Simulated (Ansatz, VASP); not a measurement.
**BaTe: VASP beside Ansatz**

INCAR

```
SYSTEM = BaTe
PREC     = Accurate       ! precision mode
ENCUT    = 520            ! plane-wave cutoff, eV
EDIFF    = 1E-7           ! SCF threshold, eV
ISMEAR   = 0              ! smearing method
SIGMA    = 0.01           ! smearing width, eV
LREAL    = .FALSE.        ! projectors in reciprocal space
LASPH    = .TRUE.         ! aspherical terms in the spheres
NELM     = 150            ! most SCF steps
ALGO     = Normal         ! electronic algorithm
ISIF     = 2              ! what is computed and relaxed
LWAVE    = .FALSE.        ! write WAVECAR
LCHARG   = .TRUE.         ! write CHGCAR
MAGMOM   = 0 0 0 0 0 0 0 0 0 0 0 0 ! initial moments
LORBIT   = 11             ! projections on sites
LSORBIT  = .TRUE.         ! spin-orbit coupling
GGA_COMPAT= .FALSE.      
LORBMOM  = .TRUE.       
GGA      = PE             ! functional
LVHAR    = .TRUE.       
NBANDS   = 46             ! bands
```

KPOINTS

```
Automatic mesh
0
G
  6 6 4
  0 0 0
```

Contents of POSCAR:

```
BaTe
1.0
    5.9738370715      0.0000000000      0.0000000000
   -2.9869185357      5.1734946620      0.0000000000
    0.0000000000      0.0000000000      7.0021674675
Ba Te
2 2
Direct
    0.3333333333      0.6666666667      0.2500000000
    0.6666666667      0.3333333333      0.7500000000
    0.6666666667      0.3333333333      0.2500000000
    0.3333333333      0.6666666667      0.7500000000
```

Input for Ansatz:

```yaml
crystal:
  lattice:
    - [5.9738370715, 0.0, 0.0]
    - [-2.9869185357, 5.173494662, 0.0]
    - [0.0, 0.0, 7.0021674675]
  atoms:
    - { symbol: Ba, position: [0.3333333333, 0.6666666667, 0.25] }
    - { symbol: Ba, position: [0.6666666667, 0.3333333333, 0.75] }
    - { symbol: Te, position: [0.6666666667, 0.3333333333, 0.25] }
    - { symbol: Te, position: [0.3333333333, 0.6666666667, 0.75] }
kpoints:
  mp_grid: { grid: [6, 6, 4] }
  band_path:
    path:
      - [0.0, 0.0, 0.0]
      - [0.5, 0.0, 0.0]
      - [0.3333333333, 0.3333333333, 0.0]
      - [0.0, 0.0, 0.5]
      - [0.5, 0.0, 0.5]
      - [0.3333333333, 0.3333333333, 0.5]
    npoints: 1
hamiltonian:
  xc: pbe
scf:
  occupations: { method: fixed }
  n_extra_bands: 10
magnetization:
  noncollinear: true
  spin_orbit: true
output:
  forces: true
  stress: true
  eigenvalues: true
```

Alike in both runs: task single point; functional PBE; k mesh 6 × 6 × 4; non-collinear spin, spin-orbit coupling.

|  | VASP | Ansatz |
| --- | --- | --- |
| version | VASP 6.6.1 | Ansatz 0.2.0 |
| potentials or method | VASP PAW PBE potentials, release 64 (Ba_sv, Te) | plane waves, PAW |
| plane-wave cutoff (eV) | 520 | 420 |
| occupations | gaussian, width 0.01 eV | fixed |
| valence electrons in the cell | 32 | 52 |

```tsv
	VASP	Ansatz	Ansatz less VASP
pressure (GPa)	0.2	0.0	-0.24
traceless stress, the component that is largest in VASP (GPa)	0.05	-0.01	-0.056
```

VASP's potentials hold 32 valence electrons a cell and Ansatz's 52, so a difference there can come from the potentials and not from the codes.
